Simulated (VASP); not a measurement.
# NaCl (Pm-3m) in VASP: settings compared

The runs below take NaCl through single point, relaxation of cell and atoms, with revPBE+D4, RPBE+D4.

Everything below comes from runs of VASP 6.6.1. Logs are shortened: lines on timing, memory, paths and dates and some standing lists are left out, and cuts for length are marked.

## (1) The cell of the first run

The structure is cubic, space group Pm-3m (No. 221). Conventional cell: a = 3.510 Å, b = 3.510 Å, c = 3.510 Å, α = 90.00°, β = 90.00°, γ = 90.00°. Within 4.0 Å of Cl (site symmetry m-3m) lie 8 Na at 3.04 Å and 6 Cl at 3.51 Å. Within 4.0 Å of Na (site symmetry m-3m) lie 8 Cl at 3.04 Å and 6 Na at 3.51 Å.

## (2) Single point, revPBE+D4

INCAR

```
SYSTEM = NaCl
ALGO = Normal
EDIFF = 1E-6
ENCUT = 520
GGA = RE
ISIF = 2
ISMEAR = -1
IVDW = 13
LASPH = .True.
LCHARG = .False.
LREAL = .False.
LWAVE = .False.
NBANDS = 14
NELM = 100
PREC = Accurate
SIGMA = 0.05
```

KPOINTS

```
k-points
0
Gamma
  8 8 8
  0 0 0
```

POSCAR

```
NaCl
1.0
    3.5095962041      0.0000000000      0.0000000000
    0.0000000000      3.5095962041      0.0000000000
    0.0000000000      0.0000000000      3.5095962041
Cl Na
1 1
Direct
    0.5000000000      0.5000000000      0.5000000000
    0.0000000000      0.0000000000      0.0000000000
```

Potentials or basis: VASP PAW PBE potentials, release 64 (Cl, Na_pv).

Started as:

```bash
$ cat potpaw_PBE.64/Cl/POTCAR potpaw_PBE.64/Na_pv/POTCAR > POTCAR
$ mpirun -np 1 vasp_std > vasp.out
```

OUTCAR:

```text
SYSTEM = NaCl
   EDIFF = 1E-6
   ENCUT = 520
   GGA = RE
   ISIF = 2
   ISMEAR = -1
   IVDW = 13
   LASPH = .True.
   LREAL = .False.
   NELM = 100
   PREC = Accurate

 ion  position               nearest neighbor table
   1  0.500  0.500  0.500-
   2  0.000  0.000  0.000-

  LATTYP: Found a simple cubic cell.
 ALAT       =     3.5095962041

  Lattice vectors:

 A1 = (   3.5095962041,   0.0000000000,   0.0000000000)
 A2 = (   0.0000000000,   3.5095962041,   0.0000000000)
 A3 = (   0.0000000000,   0.0000000000,   3.5095962041)

Analysis of symmetry for initial positions (statically):
=====================================================================
 Subroutine PRICEL returns:
 Original cell was already a primitive cell.

 Routine SETGRP: Setting up the symmetry group for a
 simple cubic supercell.

 Subroutine GETGRP returns: Found 48 space group operations
 (whereof 48 operations were pure point group operations)
 out of a pool of 48 trial point group operations.

The static configuration has the point symmetry O_h .

Analysis of symmetry for dynamics (positions and initial velocities):
=====================================================================
 Subroutine PRICEL returns:
 Original cell was already a primitive cell.

 Routine SETGRP: Setting up the symmetry group for a
 simple cubic supercell.

 Subroutine GETGRP returns: Found 48 space group operations
 (whereof 48 operations were pure point group operations)
 out of a pool of 48 trial point group operations.

The dynamic configuration has the point symmetry O_h .

 Subroutine INISYM returns: Found 48 space group operations
 (whereof 48 operations are pure point group operations),
 and found     1 'primitive' translations

----------------------------------------------------------------------------------------

                                     Primitive cell

  volume of cell :      43.2286

  direct lattice vectors                    reciprocal lattice vectors
     3.509596204  0.000000000  0.000000000     0.284933064  0.000000000  0.000000000
     0.000000000  3.509596204  0.000000000     0.000000000  0.284933064  0.000000000
     0.000000000  0.000000000  3.509596204     0.000000000  0.000000000  0.284933064

  length of vectors
     3.509596204  3.509596204  3.509596204     0.284933064  0.284933064  0.284933064

  position of ions in fractional coordinates (direct lattice)
     0.500000000  0.500000000  0.500000000
     0.000000000  0.000000000  0.000000000

  ion indices of the primitive-cell ions
   primitive index   ion index
                 1           1
                 2           2

----------------------------------------------------------------------------------------

 KPOINTS: k-points

Automatic generation of k-mesh.
 Grid dimensions read from file:
 generate k-points for:    8    8    8

 Generating k-lattice:

  Cartesian coordinates                     Fractional coordinates (reciprocal lattice)
     0.035616633  0.000000000  0.000000000     0.125000000  0.000000000  0.000000000
     0.000000000  0.035616633  0.000000000     0.000000000  0.125000000  0.000000000
     0.000000000  0.000000000  0.035616633     0.000000000  0.000000000  0.125000000

  Length of vectors
     0.035616633  0.035616633  0.035616633

  Shift w.r.t. Gamma in fractional coordinates (k-lattice)
     0.000000000  0.000000000  0.000000000

 Subroutine IBZKPT returns following result:
 ===========================================

 Found     35 irreducible k-points:

 Following reciprocal coordinates:
            Coordinates               Weight
  0.000000  0.000000  0.000000      1.000000
  0.125000  0.000000  0.000000      6.000000
  0.250000  0.000000  0.000000      6.000000
  0.375000  0.000000  0.000000      6.000000
  0.500000  0.000000  0.000000      3.000000
  0.125000  0.125000  0.000000     12.000000
[... 16 lines left out ...]
  0.375000  0.375000  0.125000     24.000000
  0.500000  0.375000  0.125000     24.000000
 [... further k-points ...]
   k-points           NKPTS =     35   k-points in BZ     NKDIM =     35   number of bands    NBANDS=     14
   number of dos      NEDOS =    301   number of ions     NIONS =      2
   total plane-waves  NPLWV =  21952
   dimension x,y,z NGX =    28 NGY =   28 NGZ =   28
   dimension x,y,z NGXF=    56 NGYF=   56 NGZF=   56
   ions per type =               1   1
   NGX,Y,Z   is equivalent  to a cutoff of  13.26, 13.26, 13.26 a.u.
   NGXF,Y,Z  is equivalent  to a cutoff of  26.53, 26.53, 26.53 a.u.
 SYSTEM =  NaCl
   PREC   = accura    normal or accurate (medium, high low for compatibility)
   ISTART =      0    job   : 0-new  1-cont  2-samecut
   ICHARG =      2    charge: 1-file 2-atom 10-const
   ISPIN  =      1    spin polarized calculation?
   LNONCOLLINEAR =      F non collinear calculations
   LSORBIT =      F    spin-orbit coupling
   LASPH  =      T    aspherical Exc in radial PAW
   ENCUT  =  520.0 eV  38.22 Ry    6.18 a.u.   6.53  6.53  6.53*2*pi/ulx,y,z
   NELM   =    100;   NELMIN=  2; NELMDL= -5     # of ELM steps
   EDIFF  = 0.1E-05   stopping-criterion for ELM
   LREAL  =      F    real-space projection
   EDIFFG = 0.1E-04   stopping-criterion for IOM
   NSW    =      0    number of steps for IOM
   IBRION =     -1    ionic relax: 0-MD 1-quasi-New 2-CG
   NFREE  =      0    steps in history (QN), initial steepest desc. (CG)
   ISIF   =      2    stress and relaxation
   ISYM   =      2    0-nonsym 1-usesym 2-fastsym
   POTIM  = 0.5000    time-step for ionic-motion
   TEBEG  =    0.0;   TEEND  =   0.0 temperature during run
   PSTRESS=    0.0 pullay stress
   NELECT =      14.0000    total number of electrons
   NUPDOWN=      -1.0000    fix difference up-down
   EMIN   =  10.00;   EMAX   =-10.00  energy-range for DOS
   EFERMI =   0.00;   METHOD = LEGACY
   ISMEAR =    -1;   SIGMA  =   0.05  broadening in eV -4-tet -1-fermi 0-gaus
   EFERMI_NEDOS =   21; number of points for ismear=-14 and -15
   IALGO  =     38    algorithm
   IMIX   =      4    mixing-type and parameters
     AMIX     =   0.40;   BMIX     =  1.00
     AMIX_MAG =   1.60;   BMIX_MAG =  1.00
  volume/ion in A,a.u.               =      21.61       145.86
  Fermi-wavevector in a.u.,A,eV,Ry     =   1.124243  2.124512 17.196720  1.263923
  Thomas-Fermi vector in A             =   2.260914
   LORBIT       =      0    0 simple, 1 ext, 2 COOP (PROOUT), +10 PAW based schemes
   GGA     = RE    functional components
   LHFCALC =     F    Hartree Fock is set to
   AEXX    =    0.0000 exact exchange contribution
   IVDW    =    13    specifies the selected vdW correction
   LEPSILON=     F    determine dielectric tensor
   LRPA    =     F    only Hartree local field effects (RPA)
 non-spin polarized calculation
  energy-cutoff  :      520.00
  volume of cell :       43.23
 maximum number of plane-waves:      1189
 NGX is ok and might be reduce to    28
   NGX = 13   NGY = 13   NGZ = 13

 number of electron      13.9999980 magnetization

 Free energy of the ion-electron system (eV)
  ---------------------------------------------------
  ext. energy  EPLUGINS =         0.00000000
  ---------------------------------------------------
  free energy    TOTEN  =        -6.11857404 eV

  energy without entropy =       -6.11857404  energy(sigma->0) =       -6.11857404

 E-fermi :   1.5821     XC(G=0):  -8.1337

 val. band max:        0.4840870642   @ k =   0.5000   0.5000   0.0000
 cond. band min:       4.7082930329   @ k =   0.0000   0.0000   0.0000
 fundamental gap:      4.2242059687
 Fermi energy:         1.5821050101

 k-point     1 :       0.0000    0.0000    0.0000
  band No.  band energies     occupation
      1     -21.6296      2.00000
      2     -21.6296      2.00000
      3     -21.6296      2.00000
      4     -12.8578      2.00000
      5       0.0076      2.00000
      6       0.0076      2.00000
      7       0.0076      2.00000
      8       4.7083      0.00000
      9       9.2228      0.00000
     10       9.2228      0.00000
     11      16.3770      0.00000
     12      16.3811      0.00000
     13      16.4012      0.00000
     14      16.4037      0.00000

 k-point     2 :       0.1250    0.0000    0.0000
  band No.  band energies     occupation
      1     -21.6352      2.00000
      2     -21.6291      2.00000
      3     -21.6291      2.00000
      4     -12.8103      2.00000
      5      -0.4614      2.00000
      6       0.0395      2.00000
      7       0.0395      2.00000
      8       5.1421      0.00000
      9       9.3905      0.00000
     10       9.5509      0.00000
     11      14.9249      0.00000
     12      14.9249      0.00000
     13      15.9344      0.00000
     14      16.5170      0.00000

 k-point     3 :       0.2500    0.0000    0.0000
  band No.  band energies     occupation
      1     -21.6486      2.00000
      2     -21.6279      2.00000
      3     -21.6279      2.00000
      4     -12.6917      2.00000
      5      -1.3635      2.00000
      6       0.1186      2.00000
      7       0.1186      2.00000
      8       6.0364      0.00000
      9       9.8776      0.00000
     10      10.0357      0.00000
     11      13.6221      0.00000
     12      13.6221      0.00000
     13      15.7240      0.00000
     14      16.3624      0.00000
[... 324 lines left out ...]
 k-point    23 :       0.3750    0.3750    0.1250
  band No.  band energies     occupation
      1     -21.6555      2.00000
      2     -21.6544      2.00000
      3     -21.6287      2.00000
      4     -12.2983      2.00000
      5      -1.5866      2.00000
      6      -1.4641      2.00000
      7       0.0798      2.00000
      8       7.0864      0.00000
      9       9.6649      0.00000
     10      10.6932      0.00000
     11      11.8268      0.00000
     12      13.8841      0.00000
     13      14.0968      0.00000
     14      17.5219      0.00000

 k-point    24 :       0.5000    0.3750    0.1250
  band No.  band energies     occupation
      1     -21.6598      2.00000
      2     -21.6539      2.00000
      3     -21.6282      2.00000
      4     -12.2561      2.00000
      5      -1.7674      2.00000
      6      -1.4292      2.00000
      7       0.1241      2.00000
      8       6.7884      0.00000
      9      10.0763      0.00000
     10      10.4341      0.00000
     11      11.7038      0.00000
     12      14.1220      0.00000
     13      14.1678      0.00000
     14      17.0892      0.00000

 [... further k-points ...]

------------------------ aborting loop because EDIFF is reached ----------------------------------------

  DFT-D4 for vdW energy calculation

  Edisp (eV):   -0.36303

  FORCE on cell =-STRESS in cart. coord.  units (eV):
  Direction    XX          YY          ZZ          XY          YZ          ZX
  --------------------------------------------------------------------------------------
  -------------------------------------------------------------------------------------
  Total      -0.01085    -0.01085    -0.01085     0.00000     0.00000     0.00000
  in kB      -0.40215    -0.40215    -0.40215     0.00000     0.00000     0.00000
  external pressure =       -0.40 kB  Pullay stress =        0.00 kB

 VOLUME and BASIS-vectors are now :
 -----------------------------------------------------------------------------
  energy-cutoff  :      520.00
  volume of cell :       43.23
      direct lattice vectors                 reciprocal lattice vectors
     3.509596204  0.000000000  0.000000000     0.284933064  0.000000000  0.000000000
     0.000000000  3.509596204  0.000000000     0.000000000  0.284933064  0.000000000
     0.000000000  0.000000000  3.509596204     0.000000000  0.000000000  0.284933064

 POSITION                                       TOTAL-FORCE (eV/Angst)
 -----------------------------------------------------------------------------------
      1.75480      1.75480      1.75480         0.000000      0.000000      0.000000
      0.00000      0.00000      0.00000         0.000000      0.000000      0.000000
 -----------------------------------------------------------------------------------
    total drift:                               -0.000000      0.000000      0.000000

  FREE ENERGIE OF THE ION-ELECTRON SYSTEM (eV)
  ---------------------------------------------------
  free  energy   TOTEN  =        -6.4816041892 eV

  energy  without entropy=       -6.4816041892  energy(sigma->0) =       -6.48160419
```

Run time: 7.4 s. Hardware: 1 thread of Intel Xeon 6975P-C (Granite Rapids), shared host; peak memory 0.15 GiB.

Results:

```
Free energy                : -6.4816 eV
Pressure                   : 0.0 GPa
Band gap on the k mesh     : 4.22 eV (least direct gap 4.70 eV)
Dispersion energy per atom : -0.182 eV
```

Caveat: the PAW data sets were made with another functional, which shifts forces and pressure a little. A k mesh can miss the band edges.

## (3) Relaxation of cell and atoms, RPBE+D4

This run uses another cell than the first one, of 21.48 Å³/atom.

INCAR

```
  ALGO = Normal
  EDIFF = 1E-6
  EDIFFG = -0.01
  ENCUT = 600
  GGA = RP
  IBRION = 2
  ISIF = 3
  ISMEAR = -1
  IVDW = 13
  LASPH = T
  LCHARG = F
  LREAL = F
  LWAVE = F
  NELM = 100
  NSW = 60
  PREC = Accurate
  SIGMA = 0.05
```

KPOINTS

```
k-points
0
Gamma
  8 8 8
```

POSCAR

```
NaCl
1.0
    3.5021900000      0.0000000000      0.0000000000
    0.0000000000      3.5021900000      0.0000000000
    0.0000000000      0.0000000000      3.5021900000
Cl Na
1 1
Direct
    0.5000000000      0.5000000000      0.5000000000
    0.0000000000      0.0000000000      0.0000000000
```

Potentials or basis: VASP PAW PBE potentials, release 64 (Cl, Na_pv).

Started as:

```bash
$ cat potpaw_PBE.64/Cl/POTCAR potpaw_PBE.64/Na_pv/POTCAR > POTCAR
$ mpirun -np 1 vasp_std > vasp.out
```

It took 11 s on 1 thread of Intel Xeon 6975P-C (Granite Rapids), shared host; peak memory 0.15 GiB.

The run converged. Its results:

```yaml
Free_energy: -6.5030 eV
Relaxed_volume: 21.59 Å³/atom
Relaxed_cell: a = 3.509 Å, b = 3.509 Å, c = 3.509 Å, α = 90.00°, β = 90.00°, γ = 90.00°
Space_group_after_relaxing_to_0.1_Å: Pm-3m (No. 221)
Energy_gained_by_relaxing: 0.1 meV/atom
Ionic_steps: 3
Pressure_after_relaxing: 0.1 GPa
Band_gap_on_the_k_mesh: 4.25 eV (least direct gap 4.73 eV)
Dispersion_energy_per_atom: -0.198 eV
```

The path:
| step | energy change (eV) | largest force (eV/Å) | pressure (GPa) | volume (Å³) |
| --- | --- | --- | --- | --- |
| 1 | 0.0000 | 0.0000 | 0.20 | 42.96 |
| 2 | -0.0002 | 0.0000 | 0.08 | 43.12 |
| 3 | -0.0002 | 0.0000 | 0.05 | 43.19 |

Final structure:
```
CELL_PARAMETERS angstrom
3.50853 0.00000 0.00000
0.00000 3.50853 0.00000
0.00000 0.00000 3.50853
ATOMIC_POSITIONS crystal
Cl 0.50000 0.50000 0.50000
Na 0.00000 0.00000 0.00000
```

Levels at points of the mesh, in eV from the valence-band top:
```
           k point  band 3  band 4  band 5  band 6  band 7  band 8  band 9  band 10  band 11
(0.00, 0.00, 0.00)  -22.12  -13.34   -0.48   -0.48   -0.48    4.25    8.77     8.77    15.91
(0.50, 0.00, 0.00)  -22.11  -13.00   -2.84   -0.25   -0.25    7.17    8.78    10.62    11.97
(0.50, 0.50, 0.00)  -22.11  -12.74   -2.20   -2.20    0.00    5.79   10.05    11.28    11.28
(0.50, 0.50, 0.50)  -22.14  -12.47   -1.80   -1.80   -1.80    7.36    7.36     7.36    11.88
```

Caveat: the PAW data sets were made with another functional, which shifts forces and pressure a little. A k mesh can miss the band edges.
